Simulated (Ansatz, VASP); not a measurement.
Nb in VASP and in Ansatz

```xyz
2
Lattice="2.8684 0.0000 0.0000 -1.4342 2.4841 0.0000 0.0000 0.0000 5.2394" Properties=species:S:1:pos:R:3 pbc="T T T"
Nb    0.0000    1.6561    1.3099
Nb    1.4342    0.8280    3.9296
```

Alike in both runs: task relaxation of cell and atoms; functional PBE; k mesh 16 × 16 × 9; occupations fermi-dirac, width 0.05 eV; no spin polarisation.

```csv
,VASP,Ansatz
version,VASP 6.6.1,Ansatz 0.2.0
potentials or method,"VASP PAW PBE potentials, release 64 (Nb_sv), cutoff 600 eV","all-electron LAPW, non-relativistic"
```

```csv
,VASP,Ansatz,Ansatz less VASP
relaxed volume (Å³/atom),18.63,18.76,+0.123
relaxed length of the cell vector where the two differ most in proportion (Å),5.236,5.305,+0.0692
```

Ansatz ran all-electron here, and VASP with PAW potentials.
